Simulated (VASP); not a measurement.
# TlAu2S2 (I4/mmm) in VASP: single point with HSE06

Aim: the single point of TlAu2S2 with HSE06.

Program: VASP 6.6.1. These are calculated values, not measurements. Logs are shortened: lines on timing, memory, paths and dates and some standing lists are left out, and cuts for length are marked.

## (1) The cell of the first run

It takes space group I4/mmm (No. 139, tetragonal). The conventional cell has a = 4.020 Å, b = 4.020 Å, c = 13.537 Å, α = 90.00°, β = 90.00°, γ = 90.00°. Within 3.3 Å of Au (site symmetry -4m2) lie 4 S at 2.50 Å and 4 Au at 2.84 Å. Within 3.5 Å of S (site symmetry 4mm) lie 4 Au at 2.50 Å and 4 Tl at 3.42 Å. Within 4.5 Å of Tl (site symmetry 4/mmm) lie 8 S at 3.42 Å and 8 Au at 3.94 Å and 4 Tl at 4.02 Å.

## (2) Single point, HSE06

POSCAR

```
TlAu2S2
1.0
    0.0000000000      4.0196230000      0.0000000000
    4.0196230000      0.0000000000      0.0000000000
    2.0098120000      2.0098120000     -6.7682740000
Au S Tl
2 2 1
Direct
    0.7500000000      0.2500000000      0.5000000000
    0.2500000000      0.7500000000      0.5000000000
    0.3600000000      0.3600000000      0.2800000000
    0.6400000000      0.6400000000      0.7200000000
    0.0000000000      0.0000000000      0.0000000000
```

INCAR.step1

```
SYSTEM = TlAu2S2
PREC = Accurate
ENCUT = 400
EDIFF = 1E-5
ISMEAR = -1
SIGMA = 0.1
LREAL = .False.
LASPH = .True.
NELM = 120
ALGO = Normal
ISIF = 2
LWAVE = .True.
LCHARG = .False.
GGA = PE
NBANDS = 32
GGA_COMPAT = .False.
```

INCAR.step2

```
SYSTEM = TlAu2S2
PREC = Accurate
ENCUT = 400
EDIFF = 1E-6
ISMEAR = -1
SIGMA = 0.1
LREAL = .False.
LASPH = .True.
NELM = 120
ALGO = Normal
ISIF = 2
LWAVE = .False.
LCHARG = .False.
GGA = PE
LHFCALC = .True.
HFSCREEN = 0.2079
PRECFOCK = Normal
ISTART = 1
NBANDS = 32
GGA_COMPAT = .False.
```

KPOINTS

```
regular mesh
0
Gamma
  3 3 3
  0 0 0
```

Potentials or basis: VASP PAW PBE potentials, release 64 (Au, S, Tl_d).

Started as:

```bash
$ cat potpaw_PBE.64/Au/POTCAR potpaw_PBE.64/S/POTCAR potpaw_PBE.64/Tl_d/POTCAR > POTCAR
$ cp INCAR.step1 INCAR
$ mpirun -np 1 vasp_std > vasp.out
$ cp INCAR.step2 INCAR
$ mpirun -np 1 vasp_std > vasp.out
```

OUTCAR:

```text
SYSTEM = TlAu2S2
   PREC = Accurate
   ENCUT = 400
   EDIFF = 1E-6
   ISMEAR = -1
   LREAL = .False.
   LASPH = .True.
   NELM = 120
   ISIF = 2
   GGA = PE
   LHFCALC = .True.
   HFSCREEN = 0.2079
   PRECFOCK = Normal
   ISTART = 1

 ion  position               nearest neighbor table
   1  0.750  0.250  0.500-   3 2.50   4 2.50   4 2.50   3 2.50   2 2.84   2 2.84   2 2.84   2 2.84

   2  0.250  0.750  0.500-   3 2.50   4 2.50   4 2.50   3 2.50   1 2.84   1 2.84   1 2.84   1 2.84

   3  0.360  0.360  0.280-   2 2.50   1 2.50   1 2.50   2 2.50   5 3.42   5 3.42   5 3.42   5 3.42

   4  0.640  0.640  0.720-   2 2.50   1 2.50   1 2.50   2 2.50   5 3.42   5 3.42   5 3.42   5 3.42

   5  0.000  0.000  0.000-   4 3.42   3 3.42   4 3.42   3 3.42   3 3.42   4 3.42   4 3.42   3 3.42

  LATTYP: Found a body centered tetragonal cell.
 ALAT       =     4.0196230000
 C/A-ratio  =     3.3676163163

  Lattice vectors:

 A1 = (  -2.0098120000,   2.0098110000,   6.7682740000)
 A2 = (   2.0098110000,  -2.0098120000,   6.7682740000)
 A3 = (   2.0098120000,   2.0098120000,  -6.7682740000)

Analysis of symmetry for initial positions (statically):
=====================================================================
 Subroutine PRICEL returns:
 Original cell was already a primitive cell.

 Routine SETGRP: Setting up the symmetry group for a
 body centered tetragonal supercell.

 Subroutine GETGRP returns: Found 16 space group operations
 (whereof 16 operations were pure point group operations)
 out of a pool of 16 trial point group operations.

The static configuration has the point symmetry D_4h.

Analysis of symmetry for dynamics (positions and initial velocities):
=====================================================================
 Subroutine PRICEL returns:
 Original cell was already a primitive cell.

 Routine SETGRP: Setting up the symmetry group for a
 body centered tetragonal supercell.

 Subroutine GETGRP returns: Found 16 space group operations
 (whereof 16 operations were pure point group operations)
 out of a pool of 16 trial point group operations.

The dynamic configuration has the point symmetry D_4h.

 Subroutine INISYM returns: Found 16 space group operations
 (whereof 16 operations are pure point group operations),
 and found     1 'primitive' translations

----------------------------------------------------------------------------------------

                                     Primitive cell

  volume of cell :     109.3575

  direct lattice vectors                    reciprocal lattice vectors
     0.000000000  4.019623000  0.000000000     0.000000000  0.248779550  0.073874096
     4.019623000  0.000000000  0.000000000     0.248779550  0.000000000  0.073874096
     2.009812000  2.009812000 -6.768274000     0.000000000  0.000000000 -0.147748156

  length of vectors
     4.019623000  4.019623000  7.340859724     0.259516178  0.259516178  0.147748156

  position of ions in fractional coordinates (direct lattice)
     0.750000000  0.250000000  0.500000000
     0.250000000  0.750000000  0.500000000
     0.360000000  0.360000000  0.280000000
     0.640000000  0.640000000  0.720000000
     0.000000000  0.000000000  0.000000000

  ion indices of the primitive-cell ions
   primitive index   ion index
                 1           1
                 2           2
                 3           3
                 4           4
                 5           5

----------------------------------------------------------------------------------------

 KPOINTS: regular mesh

Automatic generation of k-mesh.
 Grid dimensions read from file:
 generate k-points for:    3    3    3

 Generating k-lattice:

  Cartesian coordinates                     Fractional coordinates (reciprocal lattice)
     0.000000000  0.082926517  0.024624699     0.333333333  0.000000000  0.000000000
     0.082926517  0.000000000  0.024624699     0.000000000  0.333333333  0.000000000
     0.000000000  0.000000000 -0.049249385     0.000000000  0.000000000  0.333333333

  Length of vectors
     0.086505393  0.086505393  0.049249385

  Shift w.r.t. Gamma in fractional coordinates (k-lattice)
     0.000000000  0.000000000  0.000000000

 Subroutine IBZKPT returns following result:
 ===========================================

 Found      6 irreducible k-points:

 Following reciprocal coordinates:
            Coordinates               Weight
  0.000000  0.000000  0.000000      1.000000
  0.333333  0.000000 -0.000000      8.000000
  0.333333  0.333333 -0.000000      8.000000
 -0.333333  0.333333  0.000000      4.000000
  0.000000  0.000000  0.333333      2.000000
 -0.333333  0.000000  0.333333      4.000000
   k-points           NKPTS =      6   k-points in BZ     NKDIM =     27   number of bands    NBANDS=     32
   number of dos      NEDOS =    301   number of ions     NIONS =      5
   total plane-waves  NPLWV =  37632
   dimension x,y,z NGX =    28 NGY =   28 NGZ =   48
   dimension x,y,z NGXF=    56 NGYF=   56 NGZF=   96
   ions per type =               2   2   1
   NGX,Y,Z   is equivalent  to a cutoff of  11.58, 11.58, 10.87 a.u.
   NGXF,Y,Z  is equivalent  to a cutoff of  23.16, 23.16, 21.74 a.u.
 SYSTEM =  TlAu2S2
   PREC   = accura    normal or accurate (medium, high low for compatibility)
   ISTART =      1    job   : 0-new  1-cont  2-samecut
   ICHARG =      0    charge: 1-file 2-atom 10-const
   ISPIN  =      1    spin polarized calculation?
   LNONCOLLINEAR =      F non collinear calculations
   LSORBIT =      F    spin-orbit coupling
   LASPH  =      T    aspherical Exc in radial PAW
   ENCUT  =  400.0 eV  29.40 Ry    5.42 a.u.   6.55  6.55 11.97*2*pi/ulx,y,z
   NELM   =    120;   NELMIN=  2; NELMDL=  0     # of ELM steps
   EDIFF  = 0.1E-05   stopping-criterion for ELM
   LREAL  =      F    real-space projection
   EDIFFG = 0.1E-04   stopping-criterion for IOM
   NSW    =      0    number of steps for IOM
   IBRION =     -1    ionic relax: 0-MD 1-quasi-New 2-CG
   NFREE  =      0    steps in history (QN), initial steepest desc. (CG)
   ISIF   =      2    stress and relaxation
   ISYM   =      3    0-nonsym 1-usesym 2-fastsym
   POTIM  = 0.5000    time-step for ionic-motion
   TEBEG  =    0.0;   TEEND  =   0.0 temperature during run
   PSTRESS=    0.0 pullay stress
   NELECT =      47.0000    total number of electrons
   NUPDOWN=      -1.0000    fix difference up-down
   EMIN   =  10.00;   EMAX   =-10.00  energy-range for DOS
   EFERMI =   0.00;   METHOD = LEGACY
   ISMEAR =    -1;   SIGMA  =   0.10  broadening in eV -4-tet -1-fermi 0-gaus
   EFERMI_NEDOS =   21; number of points for ismear=-14 and -15
   IALGO  =     38    algorithm
   IMIX   =      1    mixing-type and parameters
     AMIX     =   0.40;   BMIX     =  1.00
     AMIX_MAG =   1.60;   BMIX_MAG =  1.00
  volume/ion in A,a.u.               =      21.87       147.60
  Fermi-wavevector in a.u.,A,eV,Ry     =   1.235448  2.334659 20.767016  1.526333
  Thomas-Fermi vector in A             =   2.370097
   LORBIT       =      0    0 simple, 1 ext, 2 COOP (PROOUT), +10 PAW based schemes
   GGA     = PE    functional components
   LHFCALC =     T    Hartree Fock is set to
   PRECFOCK=normal    Normal, Fast or Accurate (Low or Medium for compatibility)
   ENCUT4O =  -1.0   cutoff for four orbital integrals eV
   NKREDX  =     1    reduce k-point grid by
   NKREDY  =     1    reduce k-point grid by
   NKREDZ  =     1    reduce k-point grid by
   AEXX    =    0.2500 exact exchange contribution
   HFSCREEN=    0.2079 screening length (either q_TF or 0.3 A-1)
   HFSCREENC=   0.2079 screening length for correlation (either q_TF or 0.3 A-1)
   ENCUTFOCK=  -1.0 apply spherical cutoff to Coloumb kernel
   IVDW    =     0    specifies the selected vdW correction
   LEPSILON=     F    determine dielectric tensor
   LRPA    =     F    only Hartree local field effects (RPA)
 non-spin polarized calculation
  energy-cutoff  :      400.00
  volume of cell :      109.36
 maximum number of plane-waves:      2018
 NGX is ok and might be reduce to    28
  NGX = 20; NGY = 20; NGZ = 36

 number of electron      46.9999991 magnetization

 Free energy of the ion-electron system (eV)
  ---------------------------------------------------
  ext. energy  EPLUGINS =         0.00000000
  ---------------------------------------------------
  free energy    TOTEN  =       -18.60400120 eV

  energy without entropy =      -18.50655761  energy(sigma->0) =      -18.55527941

 E-fermi :   5.9219     XC(G=0):  -8.5691

 val. band max:        5.9206804013   @ k =   0.3333   0.0000  -0.0000
 cond. band min:       5.9762028347   @ k =   0.0000   0.0000   0.0000
 fundamental gap:      0.0555224334
 Fermi energy:         5.9218791718

 k-point     1 :       0.0000    0.0000    0.0000
  band No.  band energies     occupation
      1      -9.8179      2.00000
      2      -8.9106      2.00000
      3      -6.9483      2.00000
      4      -6.8913      2.00000
      5      -6.8297      2.00000
      6      -6.8297      2.00000
[... 24 lines left out ...]
     31      13.2060      0.00000
     32      13.2060      0.00000

 k-point     2 :       0.3333    0.0000   -0.0000
  band No.  band energies     occupation
      1      -9.3503      2.00000
      2      -8.9237      2.00000
      3      -6.9090      2.00000
      4      -6.8316      2.00000
      5      -6.8258      2.00000
      6      -6.8217      2.00000
[... 24 lines left out ...]
     31      13.1997      0.00000
     32      13.9912      0.00000

 k-point     3 :       0.3333    0.3333   -0.0000
  band No.  band energies     occupation
      1      -9.0141      2.00000
      2      -8.8490      2.00000
      3      -6.8738      2.00000
      4      -6.8367      2.00000
      5      -6.8341      2.00000
      6      -6.8246      2.00000
[... 24 lines left out ...]
     31      14.5922      0.00000
     32      15.1133      0.00000

 k-point     4 :      -0.3333    0.3333    0.0000
  band No.  band energies     occupation
      1      -9.0752      2.00000
      2      -8.7787      2.00000
      3      -6.8775      2.00000
      4      -6.8452      2.00000
      5      -6.8358      2.00000
      6      -6.8241      2.00000
[... 24 lines left out ...]
     31      13.5971      0.00000
     32      15.0692      0.00000

 k-point     5 :       0.0000    0.0000    0.3333
  band No.  band energies     occupation
      1      -9.7254      2.00000
      2      -9.0327      2.00000
      3      -6.9489      2.00000
      4      -6.8874      2.00000
      5      -6.8313      2.00000
      6      -6.8313      2.00000
[... 24 lines left out ...]
     31      13.2180      0.00000
     32      14.0364      0.00000

 k-point     6 :      -0.3333    0.0000    0.3333
  band No.  band energies     occupation
      1      -9.2882      2.00000
      2      -8.9885      2.00000
      3      -6.9087      2.00000
      4      -6.8315      2.00000
      5      -6.8235      2.00000
      6      -6.8224      2.00000
[... 24 lines left out ...]
     31      13.3596      0.00000
     32      13.7101      0.00000

------------------------ aborting loop because EDIFF is reached ----------------------------------------

  FORCE on cell =-STRESS in cart. coord.  units (eV):
  Direction    XX          YY          ZZ          XY          YZ          ZX
  --------------------------------------------------------------------------------------
  -------------------------------------------------------------------------------------
  Total        5.4479423      5.4479423      3.5087745      0.0000000     -0.0000003     -0.0000003
  in kB       79.8168348     79.8168348     51.4064327      0.0000000     -0.0000038     -0.0000038
  external PRESSURE =      70.3467008 kB  Pullay stress =       0.0000000 kB

 VOLUME and BASIS-vectors are now :
 -----------------------------------------------------------------------------
  energy-cutoff  :      400.00
  volume of cell :      109.36
      direct lattice vectors                 reciprocal lattice vectors
     0.000000000  4.019623000  0.000000000     0.000000000  0.248779550  0.073874096
     4.019623000  0.000000000  0.000000000     0.248779550  0.000000000  0.073874096
     2.009812000  2.009812000 -6.768274000     0.000000000  0.000000000 -0.147748156

 POSITION                                       TOTAL-FORCE (eV/Angst)
 -----------------------------------------------------------------------------------
      2.00981      4.01962     -3.38414         0.000000     -0.000000      0.000000
      4.01962      2.00981     -3.38414        -0.000000      0.000000      0.000000
      2.00981      2.00981     -1.89512        -0.000000     -0.000000      1.250930
      4.01962      4.01962     -4.87316         0.000000      0.000000     -1.250930
      0.00000      0.00000      0.00000         0.000000      0.000000      0.000000
 -----------------------------------------------------------------------------------
    total drift:                               -0.000001      0.000002     -0.000000

  FREE ENERGIE OF THE ION-ELECTRON SYSTEM (eV)
  ---------------------------------------------------
  free  energy   TOTEN  =       -18.6040011977 eV

  energy  without entropy=      -18.5065576128  energy(sigma->0) =      -18.55527941
```

It took 20 min on 1 thread of AMD EPYC 7R43 (Zen 3), shared host; peak memory 0.27 GiB.

Results:

```
Free energy            : -18.6040 eV
Pressure               : 7.0 GPa
Largest force          : 1.251 eV/Å
Band gap on the k mesh : zero (an odd number of electrons rules out a gap without spin polarisation)
```

Forces on the atoms (eV/Å):
```
Au   0.000  0.000  0.000
Au   0.000  0.000  0.000
S    0.000  0.000  1.251
S    0.000  0.000 -1.251
Tl   0.000  0.000  0.000
```

Stress tensor (GPa, compression positive):
```
7.98 0.00 0.00
0.00 7.98 0.00
0.00 0.00 5.14
```

Caveat: the k points lie up to 0.54 Å⁻¹ apart, too coarse for converged energies and pressures of a metal; the PAW data sets were made with another functional, which shifts forces and pressure a little; spin-orbit coupling is left out, which moves the levels of the heavy elements.
